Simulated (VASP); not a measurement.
Set up this calculation in VASP 6.6.1, as the native input.

| Item | Value |
| --- | --- |
| Task | single point |
| Functional | PBE |
| Potentials or basis | VASP PAW PBE potentials, release 64 (In_d) |
| Cutoff | 500 eV |
| k mesh | 6 × 6 × 6 |
| Occupations | tetrahedron |
| Spin | no spin polarisation |
| Dipole correction | no |
| Further INCAR settings | ALGO = Normal; EDIFF = 1e-06; NBANDS = 26 |

The structure of In lies in POSCAR:

```
In
1.0
    1.6696368166      0.9639652655      8.2074632500
   -1.6696368166      0.9639652655      8.2074632500
    0.0000000000     -1.9279305310      8.2074632500
In
3
Direct
    0.0000000000      0.0000000000      0.0000000000
    0.7780122400      0.7780122400      0.7780122400
    0.2219877600      0.2219877600      0.2219877600
```

The input as run:

INCAR

```
SYSTEM = In
PREC = Accurate
ENCUT = 500
EDIFF = 1E-6
ISMEAR = -4
SIGMA = 0.1
LREAL = .FALSE.
LASPH = .TRUE.
NELM = 120
ALGO = Normal
ISIF = 2
LWAVE = .FALSE.
LCHARG = .TRUE.
GGA = PE
LELF = .TRUE.
LVHAR = .TRUE.
NBANDS = 26
GGA_COMPAT = .FALSE.
```

KPOINTS

```
Automatic mesh
0
G
  6 6 6
  0 0 0
```

Potentials or basis: VASP PAW PBE potentials, release 64 (In_d).

Run with:

```bash
$ cat potpaw_PBE.64/In_d/POTCAR > POTCAR
$ mpirun -np 1 vasp_std > vasp.out
```

It gave:

The pressure is 2.1 GPa. The band gap on the k mesh is zero (an odd number of electrons rules out a gap without spin polarisation).

Caveat: the k points lie up to 0.36 Å⁻¹ apart, too coarse for converged energies and pressures of a metal; spin-orbit coupling is left out, which moves the levels of the heavy elements.

Run time: 6.3 min on 1 thread of AMD EPYC 9R45 (Zen 5), with other jobs on the host, peak memory 0.49 GiB.
